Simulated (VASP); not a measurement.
Write the native input for VASP 6.6.1 that does the following.

```yaml
Task: single point
Functional: PBEsol
Potentials_or_basis: VASP PAW PBE potentials, release 64 (Si, O)
Cutoff: 520 eV
k_mesh: 8 × 8 × 1
Occupations: gaussian, width 0.05 eV
Spin: collinear spin
Starting_moments: "[0.0, 0.0, 0.0, 0.0, 0.0, 0.0, 2.0, 0.0] μB"
Dipole_correction: yes
Further_INCAR_settings: ALGO = Normal; EDIFF = 1e-06; NBANDS = 32
```

The structure of Si3O lies in POSCAR:

```
Si3O
1.0
    3.8417168283      0.0000000000      0.0000000000
    0.0000000000      3.8417168283      0.0000000000
    0.0000000000      0.0000000000     26.4412600517
Si O
6 2
Direct
    0.0000000000      0.5000000000      0.3214672819
    0.0000000000      0.0000000000      0.3728359386
    0.5000000000      0.0000000000      0.4242045953
    0.5047848968      0.5002488682      0.4752859458
    0.0040092069      0.4944429658      0.5263706891
   -0.0130781535     -0.0077052675      0.5769331483
    0.5985504909      0.1490807171      0.5967944035
    0.3088134087     -0.0674417472      0.6199972667
```

The input as run:

INCAR

```
SYSTEM = Si3O
  PREC = Accurate
  ENCUT = 520
  EDIFF = 1E-6
  ISMEAR = 0
  SIGMA = 0.05
  LREAL = .False.
  LASPH = .True.
  NELM = 150
  ALGO = Normal
  ISIF = 2
  LWAVE = .False.
  LCHARG = .True.
  ISPIN = 2
  MAGMOM = 0 0 0 0 0 0 2 0
  LORBIT = 11
  LDIPOL = .True.
  IDIPOL = 3
  DIPOL = 0.5 0.5 0.489
  GGA = PS
  LVHAR = .True.
  LVACPOTAV = .True.
  NBANDS = 32
  KPAR = 4
```

KPOINTS

```
regular mesh
0
Gamma
  8 8 1
  0 0 0
```

Potentials or basis: VASP PAW PBE potentials, release 64 (Si, O).

Run with:

```console
$ cat potpaw_PBE.64/Si/POTCAR potpaw_PBE.64/O/POTCAR > POTCAR
$ mpirun -np 4 vasp_std > vasp.out
```

Results of the run:

```yaml
Largest_force: 0.169 eV/Å
Band_gap_on_the_k_mesh: zero (filled and empty bands overlap)
Net_moment: 0.00 μB per cell
Valence_electrons_inside_the_program's_atomic_spheres: Si 1.58, 1.69, 1.67, 1.71, 1.63 (each value once); O 4.93, 4.92
```

Caveat: the PAW data sets were made with another functional, which shifts forces and pressure a little.

It took 15 min on 4 MPI ranks on AMD EPYC 7R43 64-Core Processor (Zen 3) (shared host), peak memory 0.91 GiB a rank.
